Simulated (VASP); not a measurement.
A run of VASP 6.6.1 is set up as follows.

INCAR

```
PREC = Accurate ; ENCUT = 560
EDIFF = 1E-6 ; ISMEAR = 0
SIGMA = 0.05 ; LREAL = F
LASPH = T ; NELM = 200
ALGO = Normal ; ISIF = 2
LWAVE = F ; LCHARG = T
ISPIN = 2 ; MAGMOM = 1 0 0
LORBIT = 11 ; NUPDOWN = 1.0
LMAXMIX = 4 ; GGA = PS
LELF = T ; LVHAR = T
NBANDS = 26 ; GGA_COMPAT = F
```

Contents of KPOINTS:

```
Automatic mesh
0
Gamma
  6 6 4
```

The input POSCAR:

```
RuCl2
1.0
    3.5496909800      0.0000000000      0.0000000000
   -1.7748454900      3.0741225600      0.0000000000
    0.0000000000      0.0000000000      5.7263882700
Ru Cl
1 2
Direct
    0.0000000000      0.0000000000      0.0000000000
    0.3333333333      0.6666666667      0.2520000000
    0.6666666667      0.3333333333      0.7480000000
```

Potentials or basis: VASP PAW PBE potentials, release 64 (Ru_sv, Cl).

Run with:

```console
$ cat potpaw_PBE.64/Ru_sv/POTCAR potpaw_PBE.64/Cl/POTCAR > POTCAR
$ mpirun -np 1 vasp_std > vasp.out
```

Estimate the largest force.

1.201 eV/Å.

Predict the pressure.

-8.6 GPa.

Forces on the atoms (eV/Å):
```
Ru   0.000  0.000  0.000
Cl   0.000  0.000 -1.201
Cl   0.000  0.000  1.201
```

Caveat: the cell stands under tension; the PAW data sets were made with another functional, which shifts forces and pressure a little; the total moment is fixed, so each spin has its own Fermi level and the state may be an excited one.
